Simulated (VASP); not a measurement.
# Cd (P6_3/mmc) in VASP: further runs, part 2 of 2

VASP 6.6.1. The steps go on from the part before.

### Step 3. Relaxation of volume and atoms at fixed shape, LDA

This run uses another cell than the first one, of 21.59 Å³/atom.

Input file INCAR:

```
ALGO = Normal
EDIFF = 1E-7
EDIFFG = -0.02
ENCUT = 600
IBRION = 2
ISIF = 8
ISMEAR = -1
LASPH = True
LCHARG = False
LREAL = False
LWAVE = False
NELM = 80
NSW = 60
PREC = Accurate
SIGMA = 0.05
```

Input file KPOINTS:

```
k-points
0
Gamma
  9 9 4
```

Input file POSCAR:

```
Cd
1.0
    2.9788700000      0.0000000000      0.0000000000
   -1.4894350000      2.5797770000      0.0000000000
    0.0000000000      0.0000000000      5.6176500000
Cd
2
Direct
    0.3333333333      0.6666666667      0.2500000000
    0.6666666667      0.3333333333      0.7500000000
```

Potentials or basis: VASP PAW LDA potentials, release 64 (Cd).

On the command line:

```bash
$ cat potpaw_LDA.64/Cd/POTCAR > POTCAR
$ mpirun -np 1 vasp_std > vasp.out
```

OUTCAR:

```text
EDIFF = 1E-7
   EDIFFG = -0.02
   ENCUT = 600
   IBRION = 2
   ISIF = 8
   ISMEAR = -1
   LASPH = True
   LREAL = False
   NELM = 80
   NSW = 60
   PREC = Accurate

 ion  position               nearest neighbor table
   1  0.333  0.667  0.250-   2 3.29   2 3.29   2 3.29   2 3.29   2 3.29   2 3.29
   2  0.667  0.333  0.750-   1 3.29   1 3.29   1 3.29   1 3.29   1 3.29   1 3.29

  LATTYP: Found a hexagonal cell.
 ALAT       =     2.9788700000
 C/A-ratio  =     1.8858325472

  Lattice vectors:

 A1 = (   2.9788700000,   0.0000000000,   0.0000000000)
 A2 = (  -1.4894350000,   2.5797770000,   0.0000000000)
 A3 = (   0.0000000000,   0.0000000000,   5.6176500000)

Analysis of symmetry for initial positions (statically):
=====================================================================
 Subroutine PRICEL returns:
 Original cell was already a primitive cell.

 Routine SETGRP: Setting up the symmetry group for a
 hexagonal supercell.

 Subroutine GETGRP returns: Found 24 space group operations
 (whereof 12 operations were pure point group operations)
 out of a pool of 24 trial point group operations.

The static configuration has the point symmetry D_3d.
 The point group associated with its full space group is D_6h.

Analysis of symmetry for dynamics (positions and initial velocities):
=====================================================================
 Subroutine PRICEL returns:
 Original cell was already a primitive cell.

 Routine SETGRP: Setting up the symmetry group for a
 hexagonal supercell.

 Subroutine GETGRP returns: Found 24 space group operations
 (whereof 12 operations were pure point group operations)
 out of a pool of 24 trial point group operations.

The dynamic configuration has the point symmetry D_3d.
 The point group associated with its full space group is D_6h.

 Subroutine INISYM returns: Found 24 space group operations
 (whereof 12 operations are pure point group operations),
[... 125 lines left out ...]
   LEPSILON=     F    determine dielectric tensor
   LRPA    =     F    only Hartree local field effects (RPA)
 conjugate gradient relaxation of ions
 non-spin polarized calculation
  energy-cutoff  :      600.00
  volume of cell :       43.17
 maximum number of plane-waves:      1458
 NGX is ok and might be reduce to    24
   NGX = 11   NGY = 11   NGZ = 23

--------------------------------------- Ionic step        1  -------------------------------------------

 number of electron      24.0000000 magnetization

 Free energy of the ion-electron system (eV)
  ---------------------------------------------------
  ext. energy  EPLUGINS =         0.00000000
  ---------------------------------------------------
  free energy    TOTEN  =        -2.97438483 eV

  energy without entropy =       -2.96363524  energy(sigma->0) =       -2.96901004

------------------------ aborting loop because EDIFF is reached ----------------------------------------

  FORCE on cell =-STRESS in cart. coord.  units (eV):
  Direction    XX          YY          ZZ          XY          YZ          ZX
  --------------------------------------------------------------------------------------
  -------------------------------------------------------------------------------------
  Total       -1.1651929     -1.1651928     -0.4770215      0.0000000      0.0000000      0.0000000
  in kB      -43.2434166    -43.2434134    -17.7035407      0.0000000      0.0000000      0.0000000
  external PRESSURE =     -34.7301236 kB  Pullay stress =       0.0000000 kB
[... 59 lines left out ...]
--------------------------------------- Ionic step        3  -------------------------------------------

 number of electron      24.0000001 magnetization

 Free energy of the ion-electron system (eV)
  ---------------------------------------------------
  ext. energy  EPLUGINS =         0.00000000
  ---------------------------------------------------
  free energy    TOTEN  =        -3.00598701 eV

  energy without entropy =       -2.99593754  energy(sigma->0) =       -3.00096228

 E-fermi :   3.4755     XC(G=0): -11.7136

 val. band max:        3.4713842197   @ k =   0.3333   0.2222   0.2500
 cond. band min:       3.5761637439   @ k =   0.4444   0.1111   0.5000
 fundamental gap:      0.1047795242
 Fermi energy:         3.4755424764

 k-point     1 :       0.0000    0.0000    0.0000
  band No.  band energies     occupation
      1      -6.9360      2.00000
      2      -6.6475      2.00000
      3      -6.1677      2.00000
      4      -6.1677      2.00000
      5      -6.1075      2.00000
      6      -6.1075      2.00000
[... 433 lines left out ...]
      3      -6.3021      2.00000
      4      -6.0624      2.00000
      5      -5.9889      2.00000
      6      -5.9889      2.00000
[... 8 lines left out ...]
     15       6.2982      0.00000
     16       6.6877      0.00000

 [... further k-points ...]

------------------------ aborting loop because EDIFF is reached ----------------------------------------

  FORCE on cell =-STRESS in cart. coord.  units (eV):
  Direction    XX          YY          ZZ          XY          YZ          ZX
  --------------------------------------------------------------------------------------
  -------------------------------------------------------------------------------------
  Total       -0.1450872     -0.1450872      0.2900277      0.0000000      0.0000000      0.0000000
  in kB       -5.7416575     -5.7416571     11.4775074      0.0000000      0.0000000      0.0000000
  external PRESSURE =      -0.0019357 kB  Pullay stress =       0.0000000 kB
[... 17 lines left out ...]
  FREE ENERGIE OF THE ION-ELECTRON SYSTEM (eV)
  ---------------------------------------------------
  free  energy   TOTEN  =        -3.0059870138 eV

  energy  without entropy=       -2.9959375417  energy(sigma->0) =       -3.00096228

 reached required accuracy - stopping structural energy minimisation
```

CONTCAR:

```text
Cd
   1.00000000000000
     2.9157899930799434    0.0000000000000000    0.0000000000000000
    -1.4578949965399717    2.5251481135389584    0.0000000000000000
     0.0000000000000000    0.0000000000000000    5.4986916698699648
  Cd
     2
Direct
     0.3333333332999970    0.6666666667000030    0.2500000000000000
     0.6666666667000030    0.3333333332999970    0.7500000000000000

  0.00000000E+00  0.00000000E+00  0.00000000E+00
  0.00000000E+00  0.00000000E+00  0.00000000E+00
```

Run time: 45 s. Hardware: 1 thread of Intel Xeon 8259CL, shared host; peak memory 0.17 GiB.

What came out:

* Free energy: -3.0060 eV
* Relaxed volume: 20.24 Å³/atom
* Relaxed cell: a = 2.916 Å, b = 2.916 Å, c = 5.499 Å, α = 90.00°, β = 90.00°, γ = 120.00°
* Space group after relaxing (to 0.1 Å): P6_3/mmc (No. 194)
* Energy gained by relaxing: 15.8 meV/atom
* Ionic steps: 3
* Pressure after relaxing: 0.0 GPa
* Band gap on the k mesh: zero (bands 12 and 13 overlap by 4.07 eV)

Stress tensor (GPa, compression positive):
```
-0.57  0.00  0.00
 0.00 -0.57  0.00
 0.00  0.00  1.15
```

The path:
```tsv
step	energy change (eV)	largest force (eV/Å)	pressure (GPa)	volume (Å³)
1	0.0000	0.0000	-3.47	43.17
2	-0.0314	0.0000	0.29	40.31
3	-0.0316	0.0000	0.00	40.49
```

Final structure:
```cif
data_structure
_symmetry_space_group_name_H-M 'P 1'
_symmetry_Int_Tables_number 1
_cell_length_a 2.9158
_cell_length_b 2.9158
_cell_length_c 5.4987
_cell_angle_alpha 90.000
_cell_angle_beta 90.000
_cell_angle_gamma 120.000
_cell_volume 40.49
loop_
_atom_site_label
_atom_site_type_symbol
_atom_site_fract_x
_atom_site_fract_y
_atom_site_fract_z
_atom_site_occupancy
Cd1 Cd 0.33333 0.66667 0.25000 1
Cd2 Cd 0.66667 0.33333 0.75000 1
```

LDA usually gives volumes a few per cent too small. Zero-point motion and thermal expansion aren't in these numbers.
